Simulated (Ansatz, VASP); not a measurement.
This is a calculation of P for Ansatz 0.2.0.

File input.yaml:

```yaml
crystal:
  lattice:
    - [1.6477431241, -5.4650377251, 0.0]
    - [1.6477431241, 5.4650377251, 0.0]
    - [0.0, 0.0, 4.54363559]
  atoms:
    - { symbol: P, position: [0.90414313, 0.09585687, 0.58881517] }
    - { symbol: P, position: [0.09585687, 0.90414313, 0.41118483] }
    - { symbol: P, position: [0.59585687, 0.40414313, 0.08881517] }
    - { symbol: P, position: [0.40414313, 0.59585687, 0.91118483] }
hamiltonian:
  xc: pbesol
  pseudopotentials: { kind: paw }
kpoints:
  mp_grid: { grid: [8, 8, 6] }
scf:
  occupations: { method: fermi_dirac, width: 0.05 }
output:
  forces: true
  stress: true
  eigenvalues: true
relax:
  f_tol: 0.01
  max_steps: 40
  cell: { stress_tol: 0.05 }
```

Potentials or basis: Ansatz PAW.

Launch:

```sh
$ ansatz run input.yaml --threads 2 --pin off --max-ram 5632MiB --backend cpu --events-out ev --progress --plain --runs-dir out
```

Q: Set up the same calculation for VASP 6.6.1. Potentials there: VASP PAW PBE potentials, release 64 (P).

A: As run (the cutoff follows the program's own potentials):

Contents of INCAR:

```
SYSTEM = P
PREC = Accurate ; ENCUT = 600
EDIFF = 1E-6 ; ISMEAR = -1
SIGMA = 0.05 ; LREAL = .FALSE.
LASPH = .TRUE. ; NELM = 100
ALGO = Normal ; ISIF = 3
LWAVE = .FALSE. ; LCHARG = .FALSE.
GGA = PS ; IBRION = 2
NSW = 60 ; EDIFFG = -0.01
```

File KPOINTS:

```
Automatic mesh
0
G
  8 8 6
  0 0 0
```

File POSCAR:

```
P
1.0
    1.6477431241     -5.4650377251      0.0000000000
    1.6477431241      5.4650377251      0.0000000000
    0.0000000000      0.0000000000      4.5436355900
P
4
Direct
    0.9041431300      0.0958568700      0.5888151700
    0.0958568700      0.9041431300      0.4111848300
    0.5958568700      0.4041431300      0.0888151700
    0.4041431300      0.5958568700      0.9111848300
```

Potentials or basis: VASP PAW PBE potentials, release 64 (P).

Launch:

```console
$ cat potpaw_PBE.64/P/POTCAR > POTCAR
$ mpirun -np 1 vasp_std > vasp.out
```

Both were run:

|  | VASP | Ansatz | Ansatz less VASP |
| --- | --- | --- | --- |
| gap on the k mesh at the Fermi level, each at its own relaxed structure (eV) | none | none | - |
| relaxed volume (Å³/atom) | 17.94 | 17.87 | -0.071 |
| relaxed length of the cell vector where the two differ most in proportion (Å) | 4.218 | 4.198 | -0.0198 |

VASP's potentials were made for PBE, not for PBEsol. A gap of «none» marks a metal or a gap that the smearing closes.

Noted on Ansatz's run: the plane-wave basis is chosen anew once the cell has moved, so the energies of steps on either side of that aren't comparable.
